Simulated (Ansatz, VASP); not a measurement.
HgTe: VASP beside Ansatz

File INCAR:

```
SYSTEM = HgTe
ALGO     = Normal         ! electronic algorithm
EDIFF    = 1E-7           ! SCF threshold, eV
ENCUT    = 520            ! plane-wave cutoff, eV
GGA      = PS             ! functional
ISIF     = 2              ! what is computed and relaxed
ISMEAR   = 0              ! smearing method
LASPH    = .TRUE.         ! aspherical terms in the spheres
LCHARG   = .TRUE.         ! write CHGCAR
LELF     = .TRUE.         ! ELF
LREAL    = .FALSE.        ! projectors in reciprocal space
LVHAR    = .TRUE.       
LWAVE    = .FALSE.        ! write WAVECAR
NBANDS   = 16             ! bands
NELM     = 60             ! most SCF steps
PREC     = Accurate       ! precision mode
SIGMA    = 0.15           ! smearing width, eV
```

KPOINTS

```
k-points
0
G
  14 14 14
  0 0 0
```

Contents of POSCAR:

```
HgTe
1.0
    0.0000000000      3.3846750000      3.0623250000
    3.3846750000      0.0000000000      3.0623250000
    3.3846750000      3.3846750000      0.0000000000
Hg Te
1 1
Direct
    0.0000000000      0.0000000000      0.0000000000
    0.7500000000      0.7500000000      0.7500000000
```

Input for Ansatz:

```yaml
crystal:
  lattice:
    - [0.0, 3.384675, 3.062325]
    - [3.384675, 0.0, 3.062325]
    - [3.384675, 3.384675, 0.0]
  atoms:
    - { symbol: Hg, position: [0.0, 0.0, 0.0] }
    - { symbol: Te, position: [0.75, 0.75, 0.75] }
basis:
  ecutwfc: 420
kpoints:
  mp_grid: { grid: [14, 14, 14] }
hamiltonian:
  xc: pbesol
scf:
  occupations: { method: gaussian, width: 0.15 }
output:
  forces: true
  stress: true
  eigenvalues: true
```

Change from the starting cell: strain +0.050 along x and y, -0.050 along z, atoms carried along.

Alike in both runs: task single point; functional PBEsol; k mesh 14 × 14 × 14; occupations gaussian, width 0.15 eV; no spin polarisation.

```csv
,VASP,Ansatz
version,VASP 6.6.1,Ansatz 0.2.0
potentials or method,"VASP PAW PBE potentials, release 64 (Hg, Te), cutoff 520 eV","scalar-relativistic, plane waves, PAW"
valence electrons in the cell,18,36
```

VASP gave:

```
pressure (GPa)                                                : -0.8
traceless stress, the component that is largest in VASP (GPa) : 0.92
```

**Question.** Which values does Ansatz return?

**Answer.** Pressure (GPa): -0.8; traceless stress, the component that is largest in VASP (GPa): 0.93.

VASP's potentials were made for PBE, not for PBEsol. The functional is the same, so the differences come from potentials, cutoffs and numerics. VASP's potentials hold 18 valence electrons a cell and Ansatz's 36, so a difference there can come from the potentials and not from the codes.

Spin-orbit coupling is off throughout.
